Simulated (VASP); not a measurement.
Here is a VASP 6.6.1 calculation.

Contents of POSCAR:

```
ZnCu
1.0
    3.7932361417      0.0000000000      0.0000000000
   -1.8966180708      3.2850388612      0.0000000000
    0.0000000000      0.0000000000      4.8092056393
Cu Zn
2 2
Direct
    0.0000000000      0.0000000000      0.0000000000
    0.0000000000      0.0000000000      0.5000000000
    0.3333333333      0.6666666667      0.2500000000
    0.6666666667      0.3333333333      0.7500000000
```

File INCAR.step1:

```
PREC     = Accurate       # precision mode
ENCUT    = 520            # plane-wave cutoff, eV
ISMEAR   = 0              # smearing method
SIGMA    = 0.1            # smearing width, eV
LREAL    = F              # projectors in reciprocal space
LASPH    = T              # aspherical terms in the spheres
NELM     = 100            # most SCF steps
NBANDS   = 31             # bands
GGA      = PE             # functional
ALGO     = Normal         # electronic algorithm
EDIFF    = 1E-4           # SCF threshold, eV
LWAVE    = T              # write WAVECAR
LCHARG   = F              # write CHGCAR
```

The input INCAR.step2:

```
PREC     = Accurate       # precision mode
ENCUT    = 520            # plane-wave cutoff, eV
EDIFF    = 1E-6           # SCF threshold, eV
ISMEAR   = 0              # smearing method
SIGMA    = 0.1            # smearing width, eV
LREAL    = F              # projectors in reciprocal space
LASPH    = T              # aspherical terms in the spheres
NELM     = 100            # most SCF steps
ALGO     = Normal         # electronic algorithm
ISIF     = 2              # what is computed and relaxed
LWAVE    = F              # write WAVECAR
LCHARG   = F              # write CHGCAR
METAGGA  = R2SCAN         # meta-GGA
LMIXTAU  = T            
NBANDS   = 31             # bands
ISTART   = 1
```

File KPOINTS:

```
Automatic mesh
0
Gamma
  12 12 10
```

Potentials or basis: VASP PAW PBE potentials, release 64 (Cu, Zn).

Launch:

```sh
$ cat potpaw_PBE.64/Cu/POTCAR potpaw_PBE.64/Zn/POTCAR > POTCAR
$ cp INCAR.step1 INCAR
$ mpirun -np 1 vasp_std > vasp.out
$ cp INCAR.step2 INCAR
$ mpirun -np 1 vasp_std > vasp.out
```

(1) Predict the band gap on the k mesh.

(2) Predict the pressure.

Answers

(1) zero (bands 23 and 24 overlap by 8.27 eV).

(2) 0.4 GPa.

Caveat: the PAW data sets were made with another functional, which shifts forces and pressure a little.
